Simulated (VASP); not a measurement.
# Ti in VASP: further runs

Ti is run at these levels: PBE; tasks: single point, relaxation of cell and atoms.

Program: VASP 6.6.1. These are calculated values, not measurements. Logs are shortened: lines on timing, memory, paths and dates and some standing lists are left out, and cuts for length are marked.

## 1. The cell of the first run

It takes space group Fm-3m (No. 225, cubic). The conventional cell has a = 4.147 Å, b = 4.147 Å, c = 4.147 Å, α = 90.00°, β = 90.00°, γ = 90.00°. Ti (site symmetry m-3m) has 12 Ti at 2.93 Å within 3.9 Å.

## 2. Single point, PBE (volume scaled by 1.02)

INCAR reads:

```
  ALGO = Normal
  EDIFF = 1E-6
  ENCUT = 520
  GGA = PE
  ISIF = 2
  ISMEAR = -1
  LASPH = True
  LCHARG = False
  LREAL = False
  LWAVE = False
  NBANDS = 12
  NELM = 60
  PREC = Accurate
  SIGMA = 0.15
```

KPOINTS reads:

```
k-points
0
Gamma
  20 20 20
```

POSCAR reads:

```
Ti
1.0
    0.0000000000      2.0737347315      2.0737347315
    2.0737347315      0.0000000000      2.0737347315
    2.0737347315      2.0737347315      0.0000000000
Ti
1
Direct
    0.0000000000      0.0000000000      0.0000000000
```

Potentials or basis: VASP PAW PBE potentials, release 64 (Ti_sv).

The run is started by

```bash
cat potpaw_PBE.64/Ti_sv/POTCAR > POTCAR
mpirun -np 1 vasp_std > vasp.out
```

OUTCAR:

```text
EDIFF = 1E-6
   ENCUT = 520
   GGA = PE
   ISIF = 2
   ISMEAR = -1
   LASPH = True
   LREAL = False
   NELM = 60
   PREC = Accurate

 ion  position               nearest neighbor table
   1  0.000  0.000  0.000-

  LATTYP: Found a face centered cubic cell.
 ALAT       =     4.1474694630

  Lattice vectors:

 A1 = (   0.0000000000,   2.0737347315,   2.0737347315)
 A2 = (   2.0737347315,   0.0000000000,   2.0737347315)
 A3 = (   2.0737347315,   2.0737347315,   0.0000000000)

Analysis of symmetry for initial positions (statically):
=====================================================================
 Subroutine PRICEL returns:
 Original cell was already a primitive cell.

 Routine SETGRP: Setting up the symmetry group for a
 face centered cubic supercell.

 Subroutine GETGRP returns: Found 48 space group operations
 (whereof 48 operations were pure point group operations)
 out of a pool of 48 trial point group operations.

The static configuration has the point symmetry O_h .

Analysis of symmetry for dynamics (positions and initial velocities):
=====================================================================
 Subroutine PRICEL returns:
 Original cell was already a primitive cell.

 Routine SETGRP: Setting up the symmetry group for a
 face centered cubic supercell.

 Subroutine GETGRP returns: Found 48 space group operations
 (whereof 48 operations were pure point group operations)
 out of a pool of 48 trial point group operations.

The dynamic configuration has the point symmetry O_h .

 Subroutine INISYM returns: Found 48 space group operations
 (whereof 48 operations are pure point group operations),
 and found     1 'primitive' translations

----------------------------------------------------------------------------------------

                                     Primitive cell

  volume of cell :      17.8357

  direct lattice vectors                    reciprocal lattice vectors
     0.000000000  2.073734732  2.073734732    -0.241110877  0.241110877  0.241110877
     2.073734732  0.000000000  2.073734732     0.241110877 -0.241110877  0.241110877
     2.073734732  2.073734732  0.000000000     0.241110877  0.241110877 -0.241110877

  length of vectors
     2.932703782  2.932703782  2.932703782     0.417616289  0.417616289  0.417616289

  position of ions in fractional coordinates (direct lattice)
     0.000000000  0.000000000  0.000000000

  ion indices of the primitive-cell ions
   primitive index   ion index
                 1           1

[... 82 lines left out ...]
   NELECT =      12.0000    total number of electrons
   NUPDOWN=      -1.0000    fix difference up-down
   EMIN   =  10.00;   EMAX   =-10.00  energy-range for DOS
   EFERMI =   0.00;   METHOD = LEGACY
   ISMEAR =    -1;   SIGMA  =   0.15  broadening in eV -4-tet -1-fermi 0-gaus
   EFERMI_NEDOS =   21; number of points for ismear=-14 and -15
   IALGO  =     38    algorithm
   IMIX   =      4    mixing-type and parameters
     AMIX     =   0.40;   BMIX     =  1.00
     AMIX_MAG =   1.60;   BMIX_MAG =  1.00
  volume/ion in A,a.u.               =      17.84       120.36
  Fermi-wavevector in a.u.,A,eV,Ry     =   1.434516  2.710842 27.998558  2.057836
  Thomas-Fermi vector in A             =   2.553916
   LORBIT       =      0    0 simple, 1 ext, 2 COOP (PROOUT), +10 PAW based schemes
   GGA     = PE    functional components
   LHFCALC =     F    Hartree Fock is set to
   AEXX    =    0.0000 exact exchange contribution
   IVDW    =     0    specifies the selected vdW correction
   LEPSILON=     F    determine dielectric tensor
   LRPA    =     F    only Hartree local field effects (RPA)
 non-spin polarized calculation
  energy-cutoff  :      520.00
  volume of cell :       17.84
 maximum number of plane-waves:       531
 NGX is ok and might be reduce to    24

 number of electron      11.9999998 magnetization

 Free energy of the ion-electron system (eV)
  ---------------------------------------------------
  ext. energy  EPLUGINS =         0.00000000
  ---------------------------------------------------
  free energy    TOTEN  =        -7.83899263 eV

  energy without entropy =       -7.70968372  energy(sigma->0) =       -7.77433818

 E-fermi :   7.9456     XC(G=0): -11.3729

 val. band max:        7.9436299377   @ k =  -0.4000   0.3000   0.1500
 cond. band min:       7.9509826665   @ k =  -0.2500   0.0500   0.0000
 fundamental gap:      0.0073527288
 Fermi energy:         7.9455731354

 k-point     1 :       0.0000    0.0000    0.0000
  band No.  band energies     occupation
      1     -48.7998      2.00000
      2     -24.6889      2.00000
      3     -24.6889      2.00000
      4     -24.6889      2.00000
      5       1.9092      2.00000
      6       8.8090      0.00631
      7       8.8090      0.00631
      8       8.8090      0.00631
      9      10.3822      0.00000
     10      10.3822      0.00000
     11      23.0397      0.00000
     12      27.3847      0.00000
[... 331 lines left out ...]
 k-point    24 :      -0.3500    0.0500    0.0000
  band No.  band energies     occupation
      1     -48.7074      2.00000
      2     -25.1992      2.00000
      3     -24.7714      2.00000
      4     -24.7513      2.00000
      5       4.9903      2.00000
      6       7.9564      0.96397
      7       8.7985      0.00676
      8       8.8808      0.00391
      9      10.8843      0.00000
     10      11.2501      0.00000
     11      17.5983      0.00000
     12      22.8107      0.00000

 [... further k-points ...]

------------------------ aborting loop because EDIFF is reached ----------------------------------------

  FORCE on cell =-STRESS in cart. coord.  units (eV):
  Direction    XX          YY          ZZ          XY          YZ          ZX
  --------------------------------------------------------------------------------------
  -------------------------------------------------------------------------------------
  Total       -0.2491730     -0.2491730     -0.2491730      0.0000000      0.0000000      0.0000000
  in kB      -22.3831909    -22.3831909    -22.3831909      0.0000000      0.0000000      0.0000000
  external PRESSURE =     -22.3831909 kB  Pullay stress =       0.0000000 kB

 VOLUME and BASIS-vectors are now :
 -----------------------------------------------------------------------------
  energy-cutoff  :      520.00
  volume of cell :       17.84
      direct lattice vectors                 reciprocal lattice vectors
     0.000000000  2.073734732  2.073734732    -0.241110877  0.241110877  0.241110877
     2.073734732  0.000000000  2.073734732     0.241110877 -0.241110877  0.241110877
     2.073734732  2.073734732  0.000000000     0.241110877  0.241110877 -0.241110877

 POSITION                                       TOTAL-FORCE (eV/Angst)
 -----------------------------------------------------------------------------------
      0.00000      0.00000      0.00000        -0.000000     -0.000000     -0.000000
 -----------------------------------------------------------------------------------
    total drift:                               -0.000000      0.000000      0.000000

  FREE ENERGIE OF THE ION-ELECTRON SYSTEM (eV)
  ---------------------------------------------------
  free  energy   TOTEN  =        -7.8389926296 eV

  energy  without entropy=       -7.7096837205  energy(sigma->0) =       -7.77433818
```

OSZICAR:

```text
N       E                     dE             d eps       ncg     rms          rms(c)
DAV:   1     0.867450170928E+02    0.86745E+02   -0.65372E+03  6176   0.119E+03
DAV:   2    -0.440903934303E+01   -0.91154E+02   -0.88731E+02  6236   0.294E+02
DAV:   3    -0.878791520648E+01   -0.43789E+01   -0.43258E+01  8748   0.654E+01
DAV:   4    -0.888313229744E+01   -0.95217E-01   -0.95127E-01  6784   0.866E+00
DAV:   5    -0.888543590463E+01   -0.23036E-02   -0.23035E-02  7556   0.121E+00    0.808E+00
DAV:   6    -0.784462263796E+01    0.10408E+01   -0.21575E+00  6688   0.218E+01    0.209E+00
DAV:   7    -0.783060525950E+01    0.14017E-01   -0.98367E-02  7508   0.357E+00    0.126E+00
DAV:   8    -0.783874566212E+01   -0.81404E-02   -0.36186E-02  6316   0.247E+00    0.168E-01
DAV:   9    -0.783898704100E+01   -0.24138E-03   -0.41973E-03  7892   0.762E-01    0.827E-02
DAV:  10    -0.783901517093E+01   -0.28130E-04   -0.22739E-04  6528   0.181E-01    0.245E-02
DAV:  11    -0.783899324101E+01    0.21930E-04   -0.22427E-05  7396   0.583E-02    0.952E-03
DAV:  12    -0.783899262963E+01    0.61138E-06   -0.14843E-06  6564   0.162E-02
   1 F= -.78389926E+01 E0= -.77743382E+01  d E =-.129309E+00
```

stdout:

```text
POSCAR found type information on POSCAR Ti
 POSCAR found :  1 types and       1 ions
 scaLAPACK will be used
 LDA part: xc-table for (Slater+PW92), standard interpolation
 POSCAR, INCAR and KPOINTS ok, starting setup
 FFT: planning ... GRIDC
 FFT: planning ... GRID_SOFT
 FFT: planning ... GRID
 WAVECAR not read
 entering main loop
```

Run time: 24 s. Hardware: 1 thread of Intel Xeon 6975P-C, shared host; peak memory 0.18 GiB.

What came out:

* Free energy: -7.8390 eV
* Pressure: -2.2 GPa
* Band gap on the k mesh: zero (band 6 reaches 8.81 eV, above the bottom of band 7 at 7.58 eV)

Levels at points of the mesh, in eV from the Fermi level:
```
           k point  band 3  band 4  band 5  band 6  band 7  band 8  band 9  band 10
(0.00, 0.00, 0.00)  -32.63  -32.63   -6.04    0.86    0.86    0.86    2.44     2.44
(0.50, 0.00, 0.00)  -32.71  -32.71   -2.53    0.57    0.76    0.76    3.46     3.46
(0.50, 0.50, 0.00)  -32.85  -32.85   -2.48   -1.63    2.72    3.46    3.73     3.73
```

Caveat: the cell differs from its parent crystal (volume scaled by 1.02).

## 3. Relaxation of cell and atoms, PBE

This run uses another cell than the first one, of 17.38 Å³/atom, 0.975 times its volume.

INCAR reads:

```
PREC = Accurate ; ENCUT = 600
EDIFF = 1E-7 ; ISMEAR = -1
SIGMA = 0.15 ; LREAL = False
LASPH = True ; NELM = 80
ALGO = Normal ; ISIF = 3
LWAVE = False ; LCHARG = False
GGA = PE ; IBRION = 2
NSW = 80 ; EDIFFG = -0.001
```

KPOINTS reads:

```
regular mesh
0
Gamma
  20 20 20
```

POSCAR reads:

```
Ti
1.0
    0.0000000000      2.0560175228      2.0560175228
    2.0560175228      0.0000000000      2.0560175228
    2.0560175228      2.0560175228      0.0000000000
Ti
1
Direct
    0.0000000000      0.0000000000      0.0000000000
```

Potentials or basis: VASP PAW PBE potentials, release 64 (Ti_sv).

The run is started by

```bash
cat potpaw_PBE.64/Ti_sv/POTCAR > POTCAR
mpirun -np 1 vasp_std > vasp.out
```

OUTCAR:

```text
PREC = Accurate
   ENCUT = 600
   EDIFF = 1E-7
   ISMEAR = -1
   LREAL = False
   LASPH = True
   NELM = 80
   ISIF = 3
   GGA = PE
   IBRION = 2
   NSW = 80
   EDIFFG = -0.001

 ion  position               nearest neighbor table
   1  0.000  0.000  0.000-

  LATTYP: Found a face centered cubic cell.
 ALAT       =     4.1120350456

  Lattice vectors:

 A1 = (   0.0000000000,   2.0560175228,   2.0560175228)
 A2 = (   2.0560175228,   0.0000000000,   2.0560175228)
 A3 = (   2.0560175228,   2.0560175228,   0.0000000000)

Analysis of symmetry for initial positions (statically):
=====================================================================
 Subroutine PRICEL returns:
 Original cell was already a primitive cell.
[... 253 lines left out ...]
 Fermi energy:         8.1792579810

 k-point     1 :       0.0000    0.0000    0.0000
  band No.  band energies     occupation
      1     -48.5269      2.00000
      2     -24.3923      2.00000
      3     -24.3923      2.00000
      4     -24.3923      2.00000
      5       2.0896      2.00000
      6       9.0572      0.00572
      7       9.0572      0.00572
      8       9.0572      0.00572
      9      10.6794      0.00000
     10      10.6794      0.00000
[... 287 lines left out ...]
 k-point    24 :      -0.3500    0.0500    0.0000
  band No.  band energies     occupation
      1     -48.4256      2.00000
      2     -24.9417      2.00000
      3     -24.4808      2.00000
      4     -24.4591      2.00000
      5       5.1962      2.00000
      6       8.2056      0.91248
      7       9.0445      0.00623
      8       9.1289      0.00355
      9      11.1967      0.00000
     10      11.5754      0.00000

 [... further k-points ...]

------------------------ aborting loop because EDIFF is reached ----------------------------------------

  FORCE on cell =-STRESS in cart. coord.  units (eV):
  Direction    XX          YY          ZZ          XY          YZ          ZX
  --------------------------------------------------------------------------------------
  -------------------------------------------------------------------------------------
  Total       -0.0000173     -0.0000173     -0.0000173      0.0000000      0.0000000     -0.0000000
  in kB       -0.0015904     -0.0015904     -0.0015904      0.0000000      0.0000000     -0.0000000
  external PRESSURE =      -0.0015904 kB  Pullay stress =       0.0000000 kB
[... 16 lines left out ...]
  FREE ENERGIE OF THE ION-ELECTRON SYSTEM (eV)
  ---------------------------------------------------
  free  energy   TOTEN  =        -7.8413914885 eV

  energy  without entropy=       -7.7152593629  energy(sigma->0) =       -7.77832543

 reached required accuracy - stopping structural energy minimisation
```

OSZICAR:

```text
N       E                     dE             d eps       ncg     rms          rms(c)
DAV:   1     0.822551205592E+02    0.82255E+02   -0.74964E+03  5120   0.160E+03
DAV:   2    -0.425440135779E+01   -0.86510E+02   -0.85033E+02  5296   0.327E+02
DAV:   3    -0.868319171449E+01   -0.44288E+01   -0.43774E+01  6862   0.768E+01
[... 27 lines left out ...]
DAV:   4    -0.784136983404E+01   -0.22980E-04   -0.50415E-05  6914   0.422E-02    0.122E-02
DAV:   5    -0.784138959468E+01   -0.19761E-04   -0.39991E-05  7378   0.326E-02    0.772E-03
DAV:   6    -0.784139092627E+01   -0.13316E-05   -0.15467E-06  5574   0.134E-02    0.292E-03
DAV:   7    -0.784139143800E+01   -0.51173E-06   -0.63228E-07  6058   0.799E-03    0.410E-04
DAV:   8    -0.784139148846E+01   -0.50461E-07   -0.68565E-08  3398   0.204E-03
   3 F= -.78413915E+01 E0= -.77783254E+01  d E =-.681885E-04
```

Wall time 92 s (1 thread of Intel Xeon 6975P-C, shared host); peak memory 0.19 GiB.

What came out:

- Free energy: -7.8414 eV
- Relaxed volume: 17.44 Å³/atom
- Relaxed cell: a = 2.911 Å, b = 2.911 Å, c = 2.911 Å, α = 60.00°, β = 60.00°, γ = 60.00°
- Space group after relaxing (to 0.05 Å): Fm-3m (No. 225)
- Energy gained by relaxing: 0.1 meV/atom
- Ionic steps: 3
- Pressure after relaxing: 0.0 GPa
- Band gap on the k mesh: zero (band 6 reaches 9.06 eV, above the bottom of band 7 at 7.80 eV)

Final structure:
```
Ti
1.0
     0.00000    2.05838    2.05838
     2.05838    0.00000    2.05838
     2.05838    2.05838    0.00000
Ti
1
Direct
  0.00000 0.00000 0.00000
```

Levels at points of the mesh, in eV from the Fermi level:
| k point | band 3 | band 4 | band 5 | band 6 | band 7 | band 8 | band 9 | band 10 |
| --- | --- | --- | --- | --- | --- | --- | --- | --- |
| (0.00, 0.00, 0.00) | -32.57 | -32.57 | -6.09 | 0.88 | 0.88 | 0.88 | 2.50 | 2.50 |
| (0.50, 0.00, 0.00) | -32.66 | -32.66 | -2.58 | 0.62 | 0.77 | 0.77 | 3.56 | 3.56 |
| (0.50, 0.50, 0.00) | -32.80 | -32.80 | -2.56 | -1.69 | 2.82 | 3.56 | 3.83 | 3.83 |

## 4. Single point, PBE

This run uses another cell than the first one: it holds 2 atoms, not 1.

INCAR reads:

```
PREC = Accurate ; ENCUT = 520
EDIFF = 1E-6 ; ISMEAR = 0
SIGMA = 0.1 ; LREAL = False
LASPH = True ; NELM = 80
ALGO = Fast ; ISIF = 2
LWAVE = False ; LCHARG = False
GGA = PE ; NBANDS = 19
```

KPOINTS reads:

```
regular mesh
0
Gamma
  14 14 10
```

POSCAR reads:

```
Ti
1.0
    2.0560175141      2.0560175141      0.0000000000
   -2.0560175141      2.0560175141      0.0000000000
    0.0000000000      0.0000000000      4.1120350282
Ti
2
Direct
    0.0000000000      0.0000000000      0.0000000000
    0.5000000000      0.5000000000      0.5000000000
```

The run is started by

```bash
cat potpaw_PBE.64/Ti_sv/POTCAR > POTCAR
mpirun -np 1 vasp_std > vasp.out
```

Run time: 3.9 min. Hardware: 1 thread of Intel Xeon 6975P-C, shared host; peak memory 0.24 GiB.

It converged, with:

* Free energy: -15.5639 eV
* Pressure: -0.3 GPa
* Band gap on the k mesh: zero (band 12 reaches 9.08 eV, above the bottom of band 13 at 7.82 eV)

Levels at points of the mesh, in eV from the Fermi level:
```tsv
k point	band 8	band 9	band 10	band 11	band 12	band 13	band 14	band 15	band 16	band 17
(0.00, 0.00, 0.00)	-32.57	-6.09	-2.57	-1.70	0.87	0.87	0.87	2.50	2.50	2.84
(0.50, 0.00, 0.00)	-32.66	-2.12	-2.12	-0.33	-0.33	-0.01	-0.01	1.70	1.70	2.38
(0.50, 0.50, 0.00)	-32.81	-2.57	-2.57	-1.71	-1.71	2.84	2.84	3.56	3.56	3.84
(0.00, 0.00, 0.50)	-32.69	-3.80	-3.80	-0.57	-0.57	1.18	1.18	2.01	2.01	2.01
(0.50, 0.00, 0.50)	-32.66	-2.58	-2.58	0.63	0.63	0.76	0.76	0.76	0.76	3.57
(0.50, 0.50, 0.50)	-32.82	-1.52	-1.52	-0.38	-0.38	-0.38	-0.38	2.13	2.13	3.84
```

## 5. Single point, PBE (uniaxial strain along a: -4.0 %)

INCAR reads:

```
PREC = Accurate
ENCUT = 520
EDIFF = 1E-6
ISMEAR = 0
SIGMA = 0.1
LREAL = F
LASPH = T
NELM = 80
ALGO = Fast
ISIF = 2
LWAVE = F
LCHARG = F
GGA = PE
NBANDS = 19
```

KPOINTS reads:

```
Automatic mesh
0
Gamma
  14 14 10
```

POSCAR reads:

```
Ti
1.0
    1.9737768135      1.9737768135      0.0000000000
   -2.0765776893      2.0765776893      0.0000000000
    0.0000000000      0.0000000000      4.1531553785
Ti
2
Direct
    0.0000000000      0.0000000000      0.0000000000
    0.5000000000      0.5000000000      0.5000000000
```

The run is started by

```bash
cat potpaw_PBE.64/Ti_sv/POTCAR > POTCAR
mpirun -np 1 vasp_std > vasp.out
```

Wall time 6.7 min (1 thread of Intel Xeon 6975P-C, shared host); peak memory 0.31 GiB.

It converged, with:

| Quantity | Value |
| --- | --- |
| Free energy | -15.5424 eV |
| Pressure | 2.0 GPa |
| Band gap on the k mesh | zero (band 12 reaches 9.30 eV, above the bottom of band 13 at 7.92 eV) |

Stress tensor (GPa, compression positive):
```
2.30 3.10 0.00
3.10 2.30 0.00
0.00 0.00 1.53
```

Levels at points of the mesh, in eV from the Fermi level:
| k point | band 8 | band 9 | band 10 | band 11 | band 12 | band 13 | band 14 | band 15 | band 16 | band 17 |
| --- | --- | --- | --- | --- | --- | --- | --- | --- | --- | --- |
| (0.00, 0.00, 0.00) | -32.47 | -6.14 | -2.65 | -1.73 | 0.69 | 0.71 | 1.23 | 2.46 | 2.62 | 2.70 |
| (0.50, 0.00, 0.00) | -32.62 | -1.88 | -1.88 | -0.49 | -0.49 | 0.14 | 0.14 | 1.49 | 1.49 | 2.38 |
| (0.00, 0.50, 0.00) | -32.55 | -2.25 | -2.25 | -0.39 | -0.39 | -0.19 | -0.19 | 2.03 | 2.03 | 2.61 |
| (0.50, 0.50, 0.00) | -32.75 | -2.63 | -2.63 | -1.78 | -1.78 | 3.11 | 3.11 | 3.60 | 3.60 | 3.85 |
| (0.00, 0.00, 0.50) | -32.58 | -3.88 | -3.88 | -0.65 | -0.65 | 1.06 | 1.06 | 1.94 | 1.94 | 2.32 |
| (0.50, 0.00, 0.50) | -32.62 | -2.60 | -2.60 | 0.61 | 0.61 | 0.82 | 0.82 | 0.93 | 0.93 | 3.54 |
| (0.00, 0.50, 0.50) | -32.55 | -2.66 | -2.66 | 0.46 | 0.46 | 0.49 | 0.49 | 1.16 | 1.16 | 3.56 |
| (0.50, 0.50, 0.50) | -32.76 | -1.62 | -1.62 | -0.51 | -0.51 | -0.21 | -0.21 | 2.14 | 2.14 | 4.02 |

Caveat: the cell differs from its parent crystal (uniaxial strain along a: -4.0 %).

## 6. Overview

| task | cell | k mesh | cutoff (eV) | smearing | gap on the mesh (eV) | pressure (GPa) |
| --- | --- | --- | --- | --- | --- | --- |
| single point | a = 2.933 Å, angles 60.0°, 1 atom | 20 × 20 × 20 | 520 | fermi-dirac 0.15 eV | none | -2.2 |
| relaxation of cell and atoms | relaxed from a = 2.908 Å, angles 60.0°, 1 atom | 20 × 20 × 20 | 600 | fermi-dirac 0.15 eV | none | 0.0 |
| single point | a = 2.908, b = 2.908, c = 4.112 Å, 2 atoms | 14 × 14 × 10 | 520 | gaussian 0.1 eV | none | -0.3 |
| single point | a = 2.791, b = 2.937, c = 4.153 Å, 2 atoms | 14 × 14 × 10 | 520 | gaussian 0.1 eV | none | 2.0 |

Alike in all rows: level PBE; potentials or basis VASP PAW PBE potentials, release 64 (Ti_sv); no spin polarisation.

Absolute energies hang on the potentials; compare differences alone.
